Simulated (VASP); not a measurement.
Crystal: Be.

```
Be
1.0
     2.29950    0.00000    0.00000
    -1.14975    1.99143    0.00000
     0.00000    0.00000    3.60090
Be
2
Direct
  0.33333 0.66667 0.25000
  0.66667 0.33333 0.75000
```

- Program: VASP 6.6.1
- Task: relaxation of cell and atoms
- Functional: PBE
- Potentials or basis: VASP PAW PBE potentials, release 64 (Be)
- Cutoff: 600 eV
- k mesh: 21 × 21 × 12
- Occupations: gaussian, width 0.1 eV
- Spin: no spin polarisation

At the start: pressure -4.6 GPa; volume 8.24 Å³/atom.

Task: Where does the relaxation end?

Result: Over 6 steps the energy falls by 5.0 meV/atom and the volume is 7.91 Å³/atom (-4.0 %); space group P6_3/mmc (No. 194, to 0.05 Å).

Step by step:
| step | energy change (eV) | largest force (eV/Å) | pressure (GPa) | volume (Å³) |
| --- | --- | --- | --- | --- |
| 1 | 0.0000 | 0.0000 | -4.60 | 16.49 |
| 2 | -0.0097 | 0.0000 | -0.72 | 15.93 |
| 3 | -0.0100 | 0.0000 | 0.04 | 15.83 |
| 4 | -0.0100 | 0.0000 | 0.14 | 15.82 |
| 5 | -0.0101 | 0.0000 | 0.09 | 15.82 |
| 6 | -0.0101 | 0.0000 | 0.08 | 15.82 |

Final structure:
```
Be
1.0
     2.26294    0.00000    0.00000
    -1.13147    1.95977    0.00000
     0.00000    0.00000    3.56772
Be
2
Cartesian
  0.0000 1.3065 0.8919
  1.1315 0.6533 2.6758
```
